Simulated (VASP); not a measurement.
LaY4F, 6 atoms in the cell. Symmetry: F-43m, No. 216, cubic system. Conventional cell: a = 8.087 Å, b = 8.087 Å, c = 8.087 Å, α = 90.00°, β = 90.00°, γ = 90.00°. La (site symmetry -43m) has 12 Y at 3.35 Å and 4 F at 3.50 Å within 4.4 Å. Y (site symmetry 3m) has 6 Y at 2.84 to 2.87 Å and 3 La at 3.35 Å and 3 F at 3.35 Å within 3.7 Å. F (site symmetry -43m) has 12 Y at 3.35 Å and 4 La at 3.50 Å within 4.4 Å. 

```yaml
Program: VASP 6.6.1
Task: relaxation of cell and atoms
Functional: PBE
Potentials_or_basis: VASP PAW PBE potentials, release 64 (La, Y_sv, F)
Cutoff: 600 eV
k_mesh: 4 × 4 × 4
Occupations: gaussian, width 0.1 eV
Spin: no spin polarisation
Dipole_correction: no
Further_INCAR_settings: ALGO = Normal; EDIFF = 1e-06; IBRION = 2; EDIFFG = -0.04; NSW = 90; ISIF = 3
```

Potentials or basis: VASP PAW PBE potentials, release 64 (La, Y_sv, F).

Launch:

```bash
$ cat potpaw_PBE.64/La/POTCAR potpaw_PBE.64/Y_sv/POTCAR potpaw_PBE.64/F/POTCAR > POTCAR
$ mpirun -np 1 vasp_std > vasp.out
```

Hardware: 1 thread of AMD EPYC 7R13, with other jobs on the host.

Question: Estimate the wall time of this run.

Answer: Wall time 21 min on 1 thread of AMD EPYC 7R13, on a shared host, peak memory 0.35 GiB. Counts: scf iterations 106, k points 8, ion steps 8.
